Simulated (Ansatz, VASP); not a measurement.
One calculation of Sc3Cr, two programs

File INCAR:

```
SYSTEM = Sc3Cr
PREC = Accurate
ENCUT = 600
EDIFF = 1E-6
ISMEAR = 0
SIGMA = 0.1
LREAL = .False.
LASPH = .True.
NELM = 60
ALGO = Fast
ISIF = 3
LWAVE = .False.
LCHARG = .False.
GGA = PE
IBRION = 2
NSW = 80
EDIFFG = -0.01
```

Contents of KPOINTS:

```
Automatic mesh
0
Gamma
  10 10 10
  0 0 0
```

The input POSCAR:

```
Sc3Cr
1.0
    0.0000000000      3.4972568349      3.4972568349
    3.4972568349      0.0000000000      3.4972568349
    3.4972568349      3.4972568349      0.0000000000
Sc Cr
3 1
Direct
    0.2500000000      0.2500000000      0.2500000000
    0.7500000000      0.7500000000      0.7500000000
    0.5000000000      0.5000000000      0.5000000000
    0.0000000000      0.0000000000      0.0000000000
```

Input for Ansatz:

```yaml
crystal:
  lattice:
    - [0.0, 3.4972568349, 3.4972568349]
    - [3.4972568349, 0.0, 3.4972568349]
    - [3.4972568349, 3.4972568349, 0.0]
  atoms:
    - { symbol: Sc, position: [0.25, 0.25, 0.25] }
    - { symbol: Sc, position: [0.75, 0.75, 0.75] }
    - { symbol: Sc, position: [0.5, 0.5, 0.5] }
    - { symbol: Cr, position: [0.0, 0.0, 0.0] }
basis:
  ecutwfc: 420
kpoints:
  mp_grid: { grid: [10, 10, 10] }
hamiltonian:
  xc: pbe
scf:
  occupations: { method: gaussian, width: 0.1 }
  lower_state_search: "off"
output:
  forces: true
  stress: true
  eigenvalues: true
relax:
  adjacent_minimum: "off"
  f_tol: 0.01
  max_steps: 60
  cell: { stress_tol: 0.05 }
```

Alike in both runs: task relaxation of cell and atoms; functional PBE; k mesh 10 × 10 × 10; occupations gaussian, width 0.1 eV; no spin polarisation.

|  | VASP | Ansatz |
| --- | --- | --- |
| version | VASP 6.6.1 | Ansatz 0.2.0 |
| potentials or method | VASP PAW PBE potentials, release 64 (Sc_sv, Cr_pv), cutoff 600 eV | scalar-relativistic, plane waves, PAW |
| valence electrons in the cell | 45 | 47 |

|  | VASP | Ansatz | Ansatz less VASP |
| --- | --- | --- | --- |
| gap on the k mesh at the Fermi level, each at its own relaxed structure (eV) | none | none | - |
| relaxed volume (Å³/atom) | 19.89 | 19.86 | -0.027 |
| relaxed length of the cell vector where the two differ most in proportion (Å) | 4.828 | 4.826 | -0.0022 |

A gap of «none» marks a metal or a gap that the smearing closes. VASP's potentials hold 45 valence electrons a cell and Ansatz's 47, so a difference there can come from the potentials and not from the codes.
